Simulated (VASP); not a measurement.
# MgO (P6_3mc) in VASP: a series of runs, part 2 of 2

VASP 6.6.1. Earlier steps stand in the parts before.

**3. Single point, PBEsol**

This run uses another cell than the first one, of 11.15 Å³/atom, 0.914 times its volume.

INCAR

```
PREC = Accurate
ENCUT = 520
EDIFF = 1E-7
ISMEAR = 0
SIGMA = 0.05
LREAL = F
LASPH = T
NELM = 60
ALGO = Normal
ISIF = 2
LWAVE = F
LCHARG = T
GGA = PS
LELF = T
LVHAR = T
NBANDS = 16
```

KPOINTS

```
Automatic mesh
0
Gamma
  9 9 6
```

POSCAR

```
MgO
1.0
    3.3034678116      0.0000000000      0.0000000000
   -1.6517339058      2.8608870454      0.0000000000
    0.0000000000      0.0000000000      4.7182000000
Mg O
2 2
Direct
    0.3333333333      0.6666666667      0.0036583380
    0.6666666667      0.3333333333      0.5036583380
    0.3333333333      0.6666666667      0.4009416620
    0.6666666667      0.3333333333      0.9009416620
```

Potentials or basis: VASP PAW PBE potentials, release 64 (Mg, O).

Started as:

```console
$ cat potpaw_PBE.64/Mg/POTCAR potpaw_PBE.64/O/POTCAR > POTCAR
$ mpirun -np 1 vasp_std > vasp.out
```

OUTCAR:

```text
PREC = Accurate
   ENCUT = 520
   EDIFF = 1E-7
   ISMEAR = 0
   LREAL = F
   LASPH = T
   NELM = 60
   ISIF = 2
   GGA = PS

 ion  position               nearest neighbor table
   1  0.333  0.667  0.004-   3 1.87   4 1.97   4 1.97   4 1.97   2 3.03   2 3.03   2 3.03   2 3.03
                             2 3.03   2 3.03
   2  0.667  0.333  0.504-   4 1.87   3 1.97   3 1.97   3 1.97   1 3.03   1 3.03   1 3.03   1 3.03
                             1 3.03   1 3.03
   3  0.333  0.667  0.401-   1 1.87   2 1.97   2 1.97   2 1.97
   4  0.667  0.333  0.901-   2 1.87   1 1.97   1 1.97   1 1.97

  LATTYP: Found a hexagonal cell.
 ALAT       =     3.3034678116
 C/A-ratio  =     1.4282566894

  Lattice vectors:

 A1 = (   3.3034678116,   0.0000000000,   0.0000000000)
 A2 = (  -1.6517339058,   2.8608870454,   0.0000000000)
 A3 = (   0.0000000000,   0.0000000000,   4.7182000000)

Analysis of symmetry for initial positions (statically):
=====================================================================
 Subroutine PRICEL returns:
 Original cell was already a primitive cell.

[... 172 lines left out ...]
  free energy    TOTEN  =       -24.40492192 eV

  energy without entropy =      -24.40492192  energy(sigma->0) =      -24.40492192

 E-fermi :   1.6664     XC(G=0): -10.2304

 val. band max:        1.4173011208   @ k =   0.0000   0.0000   0.0000
 cond. band min:       5.0095642164   @ k =   0.0000   0.0000   0.0000
 fundamental gap:      3.5922630956
 Fermi energy:         1.6663622485

 k-point     1 :       0.0000    0.0000    0.0000
  band No.  band energies     occupation
      1     -15.0413      2.00000
      2     -14.0089      2.00000
      3      -2.0519      2.00000
      4       0.4326      2.00000
      5       0.4326      2.00000
      6       0.8752      2.00000
[... 433 lines left out ...]
      3      -1.5872      2.00000
      4      -1.0144      2.00000
      5      -1.0144      2.00000
      6      -0.0287      2.00000
[... 8 lines left out ...]
     15      15.1526      0.00000
     16      18.9928      0.00000

 [... further k-points ...]
[... 5 lines left out ...]
  --------------------------------------------------------------------------------------
  -------------------------------------------------------------------------------------
  Total        0.9284839      0.9284839      5.0173816      0.0000000      0.0000000      0.0000000
  in kB       33.3609056     33.3609056    180.2771077      0.0000000      0.0000000      0.0000000
  external PRESSURE =      82.3329730 kB  Pullay stress =       0.0000000 kB

 VOLUME and BASIS-vectors are now :
 -----------------------------------------------------------------------------
  energy-cutoff  :      520.00
  volume of cell :       44.59
      direct lattice vectors                 reciprocal lattice vectors
     3.303467812  0.000000000  0.000000000     0.302712197  0.174770969  0.000000000
    -1.651733906  2.860887045  0.000000000     0.000000000  0.349541937  0.000000000
     0.000000000  0.000000000  4.718200000     0.000000000  0.000000000  0.211945233

 POSITION                                       TOTAL-FORCE (eV/Angst)
 -----------------------------------------------------------------------------------
     -0.00000      1.90726      0.01726         0.000000     -0.000000     -1.023149
      1.65173      0.95363      2.37636        -0.000000      0.000000     -1.023149
     -0.00000      1.90726      1.89172        -0.000000      0.000000      1.023149
      1.65173      0.95363      4.25082         0.000000     -0.000000      1.023149
 -----------------------------------------------------------------------------------
    total drift:                               -0.000000     -0.000000     -0.000348

  FREE ENERGIE OF THE ION-ELECTRON SYSTEM (eV)
  ---------------------------------------------------
  free  energy   TOTEN  =       -24.4049219240 eV

  energy  without entropy=      -24.4049219240  energy(sigma->0) =      -24.40492192
```

stdout:

```text
POSCAR found type information on POSCAR MgO
 POSCAR found :  2 types and       4 ions
 scaLAPACK will be used
 -----------------------------------------------------------------------------
|                                                                             |
|                                                                             |
|     You enforced a specific xc type in the INCAR file but a different       |
|     I HOPE YOU KNOW WHAT YOU ARE DOING!                                     |
|                                                                             |
 -----------------------------------------------------------------------------

 LDA part: xc-table for (Slater+PW92), standard interpolation
 POSCAR, INCAR and KPOINTS ok, starting setup
 FFT: planning ... GRIDC
 FFT: planning ... GRID_SOFT
 FFT: planning ... GRID
 WAVECAR not read
 entering main loop
```

It took 32 s on 1 thread of Intel Xeon Platinum 8488C (Sapphire Rapids), shared host; peak memory 0.18 GiB.

Results:

* Free energy: -24.4049 eV
* Pressure: 8.2 GPa
* Largest force: 1.023 eV/Å
* Band gap on the k mesh: 3.59 eV, direct

Forces on the atoms (eV/Å):
```
Mg   0.000  0.000 -1.023
Mg   0.000  0.000 -1.023
O    0.000  0.000  1.023
O    0.000  0.000  1.023
```

Levels at points of the mesh, in eV from the valence-band top:
```csv
k point,band 6,band 7,band 8,band 9,band 10,band 11
"(0.00, 0.00, 0.00)",-0.54,-0.54,0.00,3.59,8.69,10.93
"(0.00, 0.00, 0.50)",-0.77,-0.77,-0.77,6.18,6.18,13.93
```

Caveat: the PAW data sets were made with another functional, which shifts forces and pressure a little. A hybrid or GW would open this gap; PBEsol tends to underestimate it.

**4. Single point, PBEsol**

This run uses another cell than the first one, of 11.07 Å³/atom, 0.908 times its volume.

INCAR

```
PREC = Accurate ; ENCUT = 520
EDIFF = 1E-6 ; ISMEAR = 0
SIGMA = 0.05 ; LREAL = False
LASPH = True ; NELM = 80
ALGO = Normal ; ISIF = 2
LWAVE = False ; LCHARG = True
GGA = PS ; LELF = True
LVHAR = True ; NBANDS = 16
```

KPOINTS

```
regular mesh
0
Gamma
  9 9 6
```

POSCAR

```
MgO
1.0
    3.1300000000      0.0000000000      0.0000000000
   -1.5650000000      2.7106595138      0.0000000000
    0.0000000000      0.0000000000      5.2202000000
Mg O
2 2
Direct
    0.3333333333      0.6666666667      0.0036583380
    0.6666666667      0.3333333333      0.5036583380
    0.3333333333      0.6666666667      0.4009416620
    0.6666666667      0.3333333333      0.9009416620
```

Started as:

```console
$ cat potpaw_PBE.64/Mg/POTCAR potpaw_PBE.64/O/POTCAR > POTCAR
$ mpirun -np 1 vasp_std > vasp.out
```

Run time: 18 s. Hardware: 1 thread of Intel Xeon Platinum 8488C (Sapphire Rapids), shared host; peak memory 0.17 GiB.

The run converged. Its results:

| Property | Result |
| --- | --- |
| Free energy | -24.2496 eV |
| Pressure | 12.4 GPa |
| Largest force | 0.932 eV/Å |
| Band gap on the k mesh | 3.91 eV, direct |

Forces on the atoms (eV/Å):
```
Mg   0.000  0.000  0.932
Mg   0.000  0.000  0.932
O    0.000  0.000 -0.932
O    0.000  0.000 -0.932
```

Stress tensor (GPa, compression positive):
```
20.16  0.00  0.00
 0.00 20.16  0.00
 0.00  0.00 -3.03
```

Levels at points of the mesh, in eV from the valence-band top:
```
           k point  band 5  band 6  band 7  band 8  band 9  band 10  band 11  band 12
(0.00, 0.00, 0.00)   -0.38   -0.17   -0.17    0.00    3.91     9.30    10.35    15.66
(0.00, 0.00, 0.50)   -0.27   -0.27   -0.27   -0.27    6.46     6.46    13.24    13.24
```

Caveat: the PAW data sets were made with another functional, which shifts forces and pressure a little.

**5. The runs side by side**

| cell | gap on the mesh (eV) | pressure (GPa) | largest force (eV/Å) |
| --- | --- | --- | --- |
| a = 3.419, b = 3.419, c = 4.819 Å, angles 90.0, 90.0, 120.0°, 4 atoms | 3.10 | -3.3 | 0.84 |
| a = 3.303, b = 3.303, c = 4.718 Å, angles 90.0, 90.0, 120.0°, 4 atoms | 3.59 | 8.2 | 1.02 |
| a = 3.130, b = 3.130, c = 5.220 Å, angles 90.0, 90.0, 120.0°, 4 atoms | 3.91 | 12.4 | 0.93 |

Alike in all rows: task single point; level PBEsol; potentials or basis VASP PAW PBE potentials, release 64 (Mg, O); no spin polarisation; k mesh 9 × 9 × 6; cutoff (eV) 520; smearing gaussian 0.05 eV.

Caveats: the PAW data sets were made with another functional, which shifts forces and pressure a little.

Absolute energies hang on the potentials; compare differences alone.
